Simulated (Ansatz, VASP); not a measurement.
# One calculation of KRu4, two programs

INCAR

```
SYSTEM = KRu4
PREC = Accurate
ENCUT = 520
EDIFF = 1E-7
ISMEAR = 0
SIGMA = 0.1
LREAL = .False.
LASPH = .True.
NELM = 150
ALGO = Normal
ISIF = 2
LWAVE = .False.
LCHARG = .True.
ISPIN = 2
MAGMOM = 0 1 1 1 1
LORBIT = 11
LMAXMIX = 4
GGA = PE
LELF = .True.
LVHAR = .True.
NBANDS = 44
```

Contents of KPOINTS:

```
regular mesh
0
Gamma
  6 6 6
  0 0 0
```

File POSCAR:

```
KRu4
1.0
   -2.1896073326      2.1896073326      4.9200363869
    2.1896073326     -2.1896073326      4.9200363869
    2.1896073326      2.1896073326     -4.9200363869
K Ru
1 4
Direct
    0.0000000000      0.0000000000      0.0000000000
    0.2500000000      0.7500000000      0.5000000000
    0.7500000000      0.2500000000      0.5000000000
    0.3695419247      0.3695419247      0.0000000000
    0.6304580753      0.6304580753      0.0000000000
```

Input for Ansatz:

```yaml
crystal:
  lattice:
    - [-2.1896073326, 2.1896073326, 4.9200363869]
    - [2.1896073326, -2.1896073326, 4.9200363869]
    - [2.1896073326, 2.1896073326, -4.9200363869]
  atoms:
    - { symbol: K, position: [0.0, 0.0, 0.0] }
    - { symbol: Ru, position: [0.25, 0.75, 0.5], spin: 1.0 }
    - { symbol: Ru, position: [0.75, 0.25, 0.5], spin: 1.0 }
    - { symbol: Ru, position: [0.3695419247, 0.3695419247, 0.0], spin: 1.0 }
    - { symbol: Ru, position: [0.6304580753, 0.6304580753, 0.0], spin: 1.0 }
basis:
  ecutwfc: 420
kpoints:
  mp_grid: { grid: [6, 6, 6] }
hamiltonian:
  xc: pbe
scf:
  occupations: { method: gaussian, width: 0.1 }
  lower_state_search: "off"
output:
  forces: true
  stress: true
  eigenvalues: true
  populations: true
magnetization:
  spin_polarized: true
```

Change from the starting cell: species swapped into the BaAl4 type (I4/mmm, No. 139).

Alike in both runs: task single point; functional PBE; k mesh 6 × 6 × 6; occupations gaussian, width 0.1 eV; collinear spin.

|  | VASP | Ansatz |
| --- | --- | --- |
| version | VASP 6.6.1 | Ansatz 0.2.0 |
| potentials or method | VASP PAW PBE potentials, release 64 (K_sv, Ru_pv), cutoff 520 eV | scalar-relativistic, plane waves, PAW |
| valence electrons in the cell | 65 | 73 |

|  | VASP | Ansatz | Ansatz less VASP |
| --- | --- | --- | --- |
| gap on the k mesh at the Fermi level (eV) | none | none | - |
| pressure (GPa) | 0.2 | 0.0 | -0.13 |
| rms of the force components (eV/Å) | 0.004 | 0.001 | -0.0030 |
| net moment per atom (μB) | 0.00 | 0.00 | 0.000 |

Atom by atom the forces differ by 0.003 eV/Å (rms over components). A gap of «none» marks a metal or a gap that the smearing closes. The functional is the same, so the differences come from potentials, cutoffs and numerics. VASP's potentials hold 65 valence electrons a cell and Ansatz's 73, so a difference there can come from the potentials and not from the codes. Ansatz's warnings: seeded moment not kept.
